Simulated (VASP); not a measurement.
Input of a VASP 6.6.1 run:

INCAR

```
SYSTEM = SiO2
  PREC = Accurate
  ENCUT = 520
  EDIFF = 1E-6
  ISMEAR = 0
  SIGMA = 0.05
  LREAL = .FALSE.
  LASPH = .TRUE.
  NELM = 80
  ALGO = Normal
  ISIF = 2
  LWAVE = .FALSE.
  LCHARG = .FALSE.
  GGA = CA
  NBANDS = 25
```

KPOINTS

```
Automatic mesh
0
G
  6 6 8
  0 0 0
```

Contents of POSCAR:

```
SiO2
1.0
    4.0804000000      0.0000000000      0.0000000000
    0.0000000000      4.0804000000      0.0000000000
    0.0000000000      0.0000000000      2.4058000000
Si O
2 4
Direct
    0.5000000000      0.5000000000      0.5000000000
    0.0000000000      0.0000000000      0.0000000000
    0.6944252994      0.6944252994      0.0000000000
    0.1944252994      0.8055747006      0.5000000000
    0.3055747006      0.3055747006      0.0000000000
    0.8055747006      0.1944252994      0.5000000000
```

Potentials or basis: VASP PAW LDA potentials, release 64 (Si, O).

Launch:

```console
$ cat potpaw_LDA.64/Si/POTCAR potpaw_LDA.64/O/POTCAR > POTCAR
$ mpirun -np 1 vasp_std > vasp.out
```

**Question.** What does it give for the band gap on the k mesh?

**Answer.** 8.41 eV, direct.

**Question.** Estimate the pressure.

**Answer.** 70.2 GPa.

**Question.** What does it give for the largest force?

**Answer.** 1.184 eV/Å.

Stress tensor (GPa, compression positive):
```
 45.62   0.00   0.00
  0.00  45.62   0.00
  0.00   0.00 119.39
```

Caveat: forces of over 1 eV/Å act on the atoms, so gaps and moduli don't describe the material at rest. Expect the measured gap to be larger: semilocal functionals such as LDA lack the derivative discontinuity.
